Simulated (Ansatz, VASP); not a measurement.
Two plane-wave programs on Pd

```
Pd
1.0
     0.00000    1.97371    1.97371
     1.97371    0.00000    1.97371
     1.97371    1.97371    0.00000
Pd
1
Direct
  0.00000 0.00000 0.00000
```

Alike in both runs: task single point; functional PBE; k mesh 14 × 14 × 14; occupations gaussian, width 0.01 eV; collinear spin.

```csv
,VASP,Ansatz
version,VASP 6.6.1,Ansatz 0.2.0
potentials or method,"VASP PAW PBE potentials, release 64 (Pd), cutoff 520 eV","plane waves (420 eV) with PAW, scalar-relativistic"
valence electrons in the cell,10,18
```

|  | VASP | Ansatz | Ansatz less VASP |
| --- | --- | --- | --- |
| pressure (GPa) | -0.4 | 0.0 | +0.37 |
| net moment per atom (μB) | 0.46 | 0.45 | -0.001 |
| size of the moment on the site where the two differ most (μB) | 0.45 | 0.46 | +0.006 |

Site moments also hang on the region over which each program counts them. VASP's potentials hold 10 valence electrons a cell and Ansatz's 18, so a difference there can come from the potentials and not from the codes.
